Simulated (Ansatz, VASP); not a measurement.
TaN: VASP beside Ansatz

```
Ta N
1.0
     3.04800    0.00000    0.00000
    -3.04800    5.27929    0.00000
     0.00000    0.00000    4.91800
Ta N
4 4
Cartesian
  0.0000 0.0000 0.0000
  0.0000 0.0000 2.4590
  -1.5240 2.6396 0.0000
  -1.5240 2.6396 2.4590
  0.0000 1.7598 1.2295
  1.5240 0.8799 3.6885
  -1.5240 4.3994 1.2295
  0.0000 3.5195 3.6885
```

Alike in both runs: task single point; functional PBE; k mesh 7 × 7 × 4; occupations gaussian, width 0.05 eV; collinear spin; Hubbard terms Ta d U = 5.0 eV.

|  | VASP | Ansatz |
| --- | --- | --- |
| version | VASP 6.6.1 | Ansatz 0.2.0 |
| potentials or method | VASP PAW PBE potentials, release 64 (Ta_pv, N), cutoff 520 eV | scalar-relativistic, plane waves, PAW |
| valence electrons in the cell | 64 | 72 |

```csv
,VASP,Ansatz,Ansatz less VASP
gap on the k mesh at the Fermi level (eV),none,none,-
rms of the force components (eV/Å),0.017,0.018,+0.0008
net moment per atom (μB),0.00,0.37,+0.371
size of the moment on the site where the two differ most (μB),0.00,0.31,+0.315
```

The net moments are unlike, so the other rows may belong to different states. Site moments also hang on the region over which each program counts them. The programs project onto different local orbitals, so the same U acts differently, and such runs can settle in different states. A gap of «none» marks a metal or a gap that the smearing closes. VASP's potentials hold 64 valence electrons a cell and Ansatz's 72, so a difference there can come from the potentials and not from the codes. Ansatz's warnings: filled band counts differ across k points, specified occupation not kept.

Spin-orbit coupling is off throughout.
